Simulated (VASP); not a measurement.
# BaTiO3: single point with PBE

Crystal: BaTiO3.

```
CELL_PARAMETERS angstrom
4.13983 0.00000 0.00000
0.00000 3.98895 0.00000
0.00000 0.00000 3.98895
ATOMIC_POSITIONS crystal
Ba 0.50000 0.50000 0.50000
Ti 0.00000 0.00000 0.00000
O 0.50000 0.00000 0.00000
O 0.00000 0.50000 0.00000
O 0.00000 0.00000 0.50000
```

This cell differs from its parent crystal: uniaxial strain along a: +3.0 %, then relaxed in part.

- Program: VASP 6.6.1
- Task: single point
- Functional: PBE
- Potentials or basis: VASP PAW PBE potentials, release 64 (Ba_sv, Ti_sv, O)
- Cutoff: 520 eV
- k mesh: 8 × 8 × 8
- Occupations: gaussian, width 0.02 eV
- Spin: no spin polarisation
- Dipole correction: no
- Further INCAR settings: ALGO = Normal; EDIFF = 1e-06; NBANDS = 28

The pressure is -0.3 GPa and the band gap on the k mesh is 1.62 eV, indirect (least direct gap 1.82 eV).

Stress tensor (GPa, compression positive):
```
-4.44  0.00  0.00
 0.00  1.70  0.00
 0.00  0.00  1.70
```

Levels at points of the mesh, in eV from the valence-band top:
```
           k point  band 16  band 17  band 18  band 19  band 20  band 21  band 22  band 23  band 24  band 25
(0.00, 0.00, 0.00)    -1.05    -1.05    -0.25    -0.20    -0.20     1.62     1.62     1.69     3.53     3.81
(0.50, 0.00, 0.00)    -1.89    -1.59    -1.59    -0.74    -0.74     1.81     3.11     3.11     3.82     5.49
(0.00, 0.50, 0.00)    -1.97    -1.97    -1.86    -0.80    -0.75     1.78     3.40     3.41     3.60     5.70
(0.50, 0.50, 0.00)    -2.47    -1.78    -1.05    -1.03    -0.19     3.12     3.42     3.67     4.60     7.17
(0.00, 0.50, 0.50)    -2.81    -1.75    -0.74    -0.74    -0.07     3.40     3.40     3.85     4.26     7.63
(0.50, 0.50, 0.50)    -2.38    -2.38    -0.06    -0.06     0.00     3.90     3.90     4.06     6.47     6.47
```

Run time: 71 s on 1 thread of AMD EPYC 9R45 96-Core Processor (Zen 5), on a shared host, peak memory 0.24 GiB.

Caveat: the cell differs from its parent crystal (uniaxial strain along a: +3.0 %, then relaxed in part); spin-orbit coupling is left out, which moves the levels of the heavy elements. A k mesh can miss the band edges.
